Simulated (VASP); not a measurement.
Set up this calculation in VASP 6.6.1, as the native input.

```yaml
Task: relaxation of cell and atoms
Functional: PBE
Potentials_or_basis: VASP PAW PBE potentials, release 64 (Ta_pv, Sn_d, O)
Cutoff: 600 eV
k_mesh: 8 × 8 × 8
Occupations: gaussian, width 0.1 eV
Spin: no spin polarisation
Dipole_correction: no
Further_INCAR_settings: ALGO = Normal; EDIFF = 1e-06; IBRION = 2; EDIFFG = -0.01; NSW = 100; ISIF = 3
```

The structure of Ta3SnO4 lies in POSCAR:

```
Ta3SnO4
1.0
    4.6381785622      0.0000000000      0.0000000000
    0.0000000000      4.6381785622      0.0000000000
    0.0000000000      0.0000000000      4.6381785622
Ta Sn O
3 1 4
Direct
    0.0000000000      0.5000000000      0.5000000000
    0.5000000000      0.0000000000      0.5000000000
    0.5000000000      0.5000000000      0.0000000000
    0.0000000000      0.0000000000      0.0000000000
    0.5000000000      0.0000000000      0.0000000000
    0.5000000000      0.5000000000      0.5000000000
    0.0000000000      0.0000000000      0.5000000000
    0.0000000000      0.5000000000      0.0000000000
```

The input as run:

INCAR

```
  ALGO = Normal
  EDIFF = 1E-6
  EDIFFG = -0.01
  ENCUT = 600
  GGA = PE
  IBRION = 2
  ISIF = 3
  ISMEAR = 0
  LASPH = T
  LCHARG = F
  LREAL = F
  LWAVE = F
  NELM = 100
  NSW = 100
  PREC = Accurate
  SIGMA = 0.1
```

KPOINTS

```
k-points
0
Gamma
  8 8 8
```

Potentials or basis: VASP PAW PBE potentials, release 64 (Ta_pv, Sn_d, O).

The run is started by

```bash
$ cat potpaw_PBE.64/Ta_pv/POTCAR potpaw_PBE.64/Sn_d/POTCAR potpaw_PBE.64/O/POTCAR > POTCAR
$ mpirun -np 1 vasp_std > vasp.out
```

Results of the run:

| Quantity | Value |
| --- | --- |
| Pressure after relaxing | -0.1 GPa |

Caveat: the relaxation stopped at its first step, so nothing moved; an odd number of electrons without spin polarisation forces a metal; a magnetic or distorted state may lie lower.

Wall time 4.5 min on 1 thread of AMD EPYC 9755 128-Core Processor, with other jobs on the host, peak memory 0.3 GiB.
